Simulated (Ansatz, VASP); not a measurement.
# TiO2 in VASP and in Ansatz

Contents of INCAR:

```
SYSTEM = TiO2
PREC = Accurate
ENCUT = 520
EDIFF = 1E-6
ISMEAR = 0
SIGMA = 0.05
LREAL = .FALSE.
LASPH = .TRUE.
NELM = 150
ALGO = Normal
ISIF = 2
LWAVE = .FALSE.
LCHARG = .TRUE.
LMAXMIX = 4
LDAU = .TRUE.
LDAUTYPE = 2
LDAUL = 2 -1
LDAUU = 4 0
LDAUJ = 0 0
LDAUPRINT = 1
GGA = PE
IVDW = 12
LELF = .TRUE.
LVHAR = .TRUE.
NBANDS = 19
```

The input KPOINTS:

```
regular mesh
0
G
  9 9 9
  0 0 0
```

POSCAR

```
TiO2
1.0
    1.5040433916      0.8683598570      5.2476666667
   -1.5040433916      0.8683598570      5.2476666667
    0.0000000000     -1.7367197141      5.2476666667
Ti O
1 2
Direct
    0.0000000000      0.0000000000      0.0000000000
    0.6017580785      0.6017580785      0.6017580785
    0.3982419215      0.3982419215      0.3982419215
```

Input for Ansatz:

```yaml
crystal:
  lattice:
    - [1.5040433916, 0.868359857, 5.2476666667]
    - [-1.5040433916, 0.868359857, 5.2476666667]
    - [0.0, -1.7367197141, 5.2476666667]
  atoms:
    - { symbol: Ti, position: [0.0, 0.0, 0.0] }
    - { symbol: O, position: [0.6017580785, 0.6017580785, 0.6017580785] }
    - { symbol: O, position: [0.3982419215, 0.3982419215, 0.3982419215] }
basis:
  ecutwfc: 520.0
kpoints:
  mp_grid: { grid: [9, 9, 9] }
hamiltonian:
  xc: pbe
  pseudopotentials: { kind: paw, azcp: { folder: soft_1 } }
  dispersion: d3bj
  hubbard: { sites: [{ species: Ti, l: d, u_eff: 4.0 }] }
scf:
  occupations: { method: gaussian, width: 0.05 }
output:
  forces: true
  stress: true
  eigenvalues: true
```

Alike in both runs: task single point; functional PBE; dispersion D3(BJ); k mesh 9 × 9 × 9; occupations gaussian, width 0.05 eV; no spin polarisation; Hubbard terms Ti d U = 4.0 eV.

```csv
,VASP,Ansatz
version,VASP 6.6.1,Ansatz 0.2.0
potentials or method,"VASP PAW PBE potentials, release 64 (Ti_sv, O), cutoff 520 eV","scalar-relativistic, plane waves, PAW"
valence electrons in the cell,24,24
```

|  | VASP | Ansatz | Ansatz less VASP |
| --- | --- | --- | --- |
| gap on the k mesh at the Fermi level (eV) | 3.02 | 2.94 | -0.079 |
| least direct gap on the mesh (eV) | 3.20 | 3.10 | -0.097 |
| pressure (GPa) | -4.3 | -7.3 | -2.97 |
| traceless stress, the component that is largest in VASP (GPa) | -3.85 | -3.65 | +0.209 |
| rms of the force components (eV/Å) | 0.406 | 0.576 | +0.1705 |

The programs project onto different local orbitals, so the same U acts differently, and such runs can settle in different states. Atom by atom the forces differ by 0.171 eV/Å (rms over components).
